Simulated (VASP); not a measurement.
# Bi (Im-3m) in VASP: further runs, part 2 of 2

VASP 6.6.1.

## (4) Single point, revPBE, collinear spin, ferromagnetic start

Input file INCAR:

```
PREC = Accurate ; ENCUT = 520
EDIFF = 1E-7 ; ISMEAR = 1
SIGMA = 0.01 ; LREAL = F
LASPH = T ; NELM = 150
ALGO = Normal ; ISIF = 2
LWAVE = F ; LCHARG = F
ISPIN = 2 ; MAGMOM = 1
LORBIT = 11 ; NUPDOWN = 1.0
GGA = RE ; NBANDS = 18
```

Input file KPOINTS:

```
Automatic mesh
0
Gamma
  9 9 9
```

Input file POSCAR:

```
Bi
1.0
   -1.9814305318      1.9814305318      1.9814305318
    1.9814305318     -1.9814305318      1.9814305318
    1.9814305318      1.9814305318     -1.9814305318
Bi
1
Direct
    0.0000000000      0.0000000000      0.0000000000
```

Potentials or basis: VASP PAW PBE potentials, release 64 (Bi_d).

Command:

```console
$ cat potpaw_PBE.64/Bi_d/POTCAR > POTCAR
$ mpirun -np 1 vasp_std > vasp.out
```

OUTCAR:

```text
PREC = Accurate
   ENCUT = 520
   EDIFF = 1E-7
   ISMEAR = 1
   LREAL = F
   LASPH = T
   NELM = 150
   ISIF = 2
   ISPIN = 2
   LORBIT = 11
   NUPDOWN = 1.0
   GGA = RE

 ion  position               nearest neighbor table
   1  0.000  0.000  0.000-

  LATTYP: Found a body centered cubic cell.
 ALAT       =     3.9628610636

  Lattice vectors:

 A1 = (  -1.9814305318,   1.9814305318,   1.9814305318)
 A2 = (   1.9814305318,  -1.9814305318,   1.9814305318)
 A3 = (   1.9814305318,   1.9814305318,  -1.9814305318)

Analysis of symmetry for initial positions (statically):
=====================================================================
 Subroutine PRICEL returns:
 Original cell was already a primitive cell.

 Routine SETGRP: Setting up the symmetry group for a
 body centered cubic supercell.

 Subroutine GETGRP returns: Found 48 space group operations
[... 9 lines left out ...]

 Routine SETGRP: Setting up the symmetry group for a
 body centered cubic supercell.

 Subroutine GETGRP returns: Found 48 space group operations
 (whereof 48 operations were pure point group operations)
 out of a pool of 48 trial point group operations.

[... 168 lines left out ...]
 spin component 1

 k-point     1 :       0.0000    0.0000    0.0000
  band No.  band energies     occupation
      1     -15.0902      1.00000
      2     -15.0902      1.00000
      3     -15.0902      1.00000
      4     -14.9537      1.00000
      5     -14.9537      1.00000
      6      -5.8144      1.00000
[... 493 lines left out ...]
     17      28.3822      0.00000
     18      29.8018      0.00000

 [... further k-points ...]

 spin component 2

 k-point     1 :       0.0000    0.0000    0.0000
  band No.  band energies     occupation
      1     -14.9625      1.00000
      2     -14.9625      1.00000
      3     -14.9625      1.00000
      4     -14.8423      1.00000
      5     -14.8423      1.00000
      6      -5.1390      1.00000
[... 493 lines left out ...]
     17      29.1728      0.00000
     18      30.5426      0.00000

 [... further k-points ...]
[... 5 lines left out ...]
  --------------------------------------------------------------------------------------
  -------------------------------------------------------------------------------------
  Total        1.1429772      1.1429772      1.1429772      0.0000000      0.0000000      0.0000000
  in kB       58.8506947     58.8506947     58.8506947      0.0000000      0.0000000      0.0000000
  external PRESSURE =      58.8506947 kB  Pullay stress =       0.0000000 kB

 VOLUME and BASIS-vectors are now :
 -----------------------------------------------------------------------------
  energy-cutoff  :      520.00
  volume of cell :       31.12
      direct lattice vectors                 reciprocal lattice vectors
    -1.981430532  1.981430532  1.981430532     0.000000000  0.252342937  0.252342937
     1.981430532 -1.981430532  1.981430532     0.252342937  0.000000000  0.252342937
     1.981430532  1.981430532 -1.981430532     0.252342937  0.252342937  0.000000000

 POSITION                                       TOTAL-FORCE (eV/Angst)
 -----------------------------------------------------------------------------------
      0.00000      0.00000      0.00000         0.000000      0.000000      0.000000
 -----------------------------------------------------------------------------------
    total drift:                               -0.000000     -0.000000     -0.000000

  FREE ENERGIE OF THE ION-ELECTRON SYSTEM (eV)
  ---------------------------------------------------
  free  energy   TOTEN  =        -2.8499979824 eV

  energy  without entropy=       -2.8498790478  energy(sigma->0) =       -2.84995834

 total charge

# of ion       s       p       d       tot
------------------------------------------
    1        1.558   1.274   9.922  12.754

 magnetization (x)

# of ion       s       p       d       tot
------------------------------------------
    1        0.029   0.455   0.025   0.508
```

stdout:

```text
POSCAR found type information on POSCAR Bi
 POSCAR found :  1 types and       1 ions
 scaLAPACK will be used
 -----------------------------------------------------------------------------
|                                                                             |
|                                                                             |
|     You enforced a specific xc type in the INCAR file but a different       |
|     I HOPE YOU KNOW WHAT YOU ARE DOING!                                     |
|                                                                             |
 -----------------------------------------------------------------------------

 LDA part: xc-table for (Slater+PW92), standard interpolation
 POSCAR, INCAR and KPOINTS ok, starting setup
 FFT: planning ... GRIDC
 FFT: planning ... GRID_SOFT
 FFT: planning ... GRID
 WAVECAR not read
 entering main loop
```

Wall time 21 s (1 thread of Intel Xeon 6975P-C (Granite Rapids), shared host); peak memory 0.18 GiB.

What came out:

```yaml
Free_energy: -2.8500 eV
Pressure: 5.9 GPa
Net_moment: 1.00 μB per cell
Site_moments: Bi +0.51 μB
Valence_electrons_inside_the_program's_atomic_spheres: Bi 12.75
```

Caveat: the PAW data sets were made with another functional, which shifts forces and pressure a little; spin-orbit coupling is left out, which moves the levels of the heavy elements; the total moment is fixed, so each spin has its own Fermi level.

## (5) Overview

```tsv
task	level	spin	fixed moment (μB)	cell	cutoff (eV)	smearing	gap on the mesh (eV)	pressure (GPa)	relaxed volume (Å³/atom)
relaxation of cell and atoms	BLYP+D3(BJ)	off	-	relaxed	600	fermi-dirac 0.05 eV	none	0.0	30.61
relaxation of cell and atoms	r2SCAN+D4	off	-	relaxed	600	fermi-dirac 0.05 eV	none	0.0	30.72
single point	revPBE	collinear, ferromagnetic start	1.0	as given	520	methfessel-paxton 0.01 eV	-	5.9	-
```

Alike in all rows: potentials or basis VASP PAW PBE potentials, release 64 (Bi_d); k mesh 9 × 9 × 9.

Caveats: the PAW data sets were made with another functional, which shifts forces and pressure a little; spin-orbit coupling is left out, which moves the levels of the heavy elements; pairwise dispersion overbinds metals, which lowers pressure and volume (some runs); the total moment is fixed, so each spin has its own Fermi level (some runs).

Total energies depend on the potentials used, so only differences within one code and one set of settings carry meaning.
